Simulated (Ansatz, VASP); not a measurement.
# Hf4C in VASP and in Ansatz

File INCAR:

```
PREC = Accurate
ENCUT = 600
EDIFF = 1E-6
ISMEAR = 0
SIGMA = 0.1
LREAL = F
LASPH = T
NELM = 60
ALGO = Normal
ISIF = 3
LWAVE = F
LCHARG = F
GGA = PE
IBRION = 2
NSW = 90
EDIFFG = -0.04
```

KPOINTS

```
regular mesh
0
Gamma
  4 4 4
```

File POSCAR:

```
Hf4C
1.0
    0.0000000000      3.3498106600      4.7837540300
    3.0818845700      0.0000000000      4.7837540300
    3.0818845700      3.3498106600      0.0000000000
Hf C
4 1
Direct
    0.2747583800      0.7252416200      0.2747583800
    0.7252416200      0.2747583800      0.7252416200
    0.7500000000      0.7500000000      0.7500000000
    0.2500000000      0.2500000000      0.2500000000
    0.0000000000      0.0000000000      0.0000000000
```

Input for Ansatz:

```yaml
crystal:
  lattice:
    - [0.0, 3.34981066, 4.78375403]
    - [3.08188457, 0.0, 4.78375403]
    - [3.08188457, 3.34981066, 0.0]
  atoms:
    - { symbol: Hf, position: [0.27475838, 0.72524162, 0.27475838] }
    - { symbol: Hf, position: [0.72524162, 0.27475838, 0.72524162] }
    - { symbol: Hf, position: [0.75, 0.75, 0.75] }
    - { symbol: Hf, position: [0.25, 0.25, 0.25] }
    - { symbol: C, position: [0.0, 0.0, 0.0] }
basis:
  ecutwfc: 420
kpoints:
  mp_grid: { grid: [4, 4, 4] }
hamiltonian:
  xc: pbe
scf:
  occupations: { method: gaussian, width: 0.1 }
  lower_state_search: "off"
output:
  forces: true
  stress: true
  eigenvalues: true
relax:
  adjacent_minimum: "off"
  f_tol: 0.04
  max_steps: 70
  cell: { stress_tol: 0.4 }
```

Alike in both runs: task relaxation of cell and atoms; functional PBE; k mesh 4 × 4 × 4; occupations gaussian, width 0.1 eV; no spin polarisation.

```csv
,VASP,Ansatz
version,VASP 6.6.1,Ansatz 0.2.0
potentials or method,"VASP PAW PBE potentials, release 64 (Hf_pv, C), cutoff 600 eV","scalar-relativistic, plane waves, PAW"
valence electrons in the cell,44,108
```

```csv
,VASP,Ansatz,Ansatz less VASP
"gap on the k mesh at the Fermi level, each at its own relaxed structure (eV)",none,none,-
relaxed volume (Å³/atom),21.70,21.77,+0.073
relaxed length of the cell vector where the two differ most in proportion (Å),4.565,4.571,+0.0063
```

A gap of «none» marks a metal or a gap that the smearing closes. VASP's potentials hold 44 valence electrons a cell and Ansatz's 108, so a difference there can come from the potentials and not from the codes.

The k mesh is coarse, so the values compare programs but aren't converged. Neither program's run includes spin-orbit coupling.
